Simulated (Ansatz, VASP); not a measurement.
**Pb in VASP and in Ansatz**

File POSCAR:

```
Pb
1.0
    3.2748060304      0.0000000000      0.0000000000
   -1.6374030152      2.8360652148      0.0000000000
    0.0000000000      0.0000000000      6.3124696817
Pb
2
Direct
    0.3333333333      0.6666666667      0.2500000000
    0.6666666667      0.3333333333      0.7500000000
```

Contents of INCAR.step1:

```
PREC = Accurate
ENCUT = 520
ISMEAR = 0
SIGMA = 0.15
LREAL = F
LASPH = T
NELM = 80
NBANDS = 21
GGA = PE
ALGO = Normal
EDIFF = 1E-4
LWAVE = T
LCHARG = F
```

Contents of INCAR.step2:

```
PREC = Accurate
ENCUT = 520
EDIFF = 1E-6
ISMEAR = 0
SIGMA = 0.15
LREAL = F
LASPH = T
NELM = 80
ALGO = Normal
ISIF = 2
LWAVE = F
LCHARG = F
METAGGA = R2SCAN
LMIXTAU = T
NBANDS = 21
ISTART = 1
```

The input KPOINTS:

```
regular mesh
0
Gamma
  18 18 10
```

Input for Ansatz:

```yaml
crystal:
  lattice:
    - [3.2748060304, 0.0, 0.0]
    - [-1.6374030152, 2.8360652148, 0.0]
    - [0.0, 0.0, 6.3124696817]
  atoms:
    - { symbol: Pb, position: [0.3333333333, 0.6666666667, 0.25] }
    - { symbol: Pb, position: [0.6666666667, 0.3333333333, 0.75] }
basis:
  ecutwfc: 500
kpoints:
  mp_grid: { grid: [18, 18, 10] }
hamiltonian:
  xc: r2scan
scf:
  occupations: { method: gaussian, width: 0.15 }
output:
  forces: true
  stress: true
  eigenvalues: true
```

Alike in both runs: task single point; functional r2SCAN; k mesh 18 × 18 × 10; occupations gaussian, width 0.15 eV; no spin polarisation.

|  | VASP | Ansatz |
| --- | --- | --- |
| version | VASP 6.6.1 | Ansatz 0.2.0 |
| potentials or method | VASP PAW PBE potentials, release 64 (Pb_d), cutoff 520 eV | scalar-relativistic, plane waves, PAW |
| valence electrons in the cell | 28 | 28 |

Ansatz gave:

* gap on the k mesh at the Fermi level (eV): none
* pressure (GPa): 4.4
* traceless stress, the component that is largest in VASP (GPa): -5.34

Q: Estimate VASP's values.

A: gap on the k mesh at the Fermi level (eV): none; pressure (GPa): 4.4; traceless stress, the component that is largest in VASP (GPa): -5.36.

VASP's potentials were made for PBE, not for r2SCAN. A gap of «none» marks a metal or a gap that the smearing closes. The functional is the same, so the differences come from potentials, cutoffs and numerics.

Neither program's run includes spin-orbit coupling.
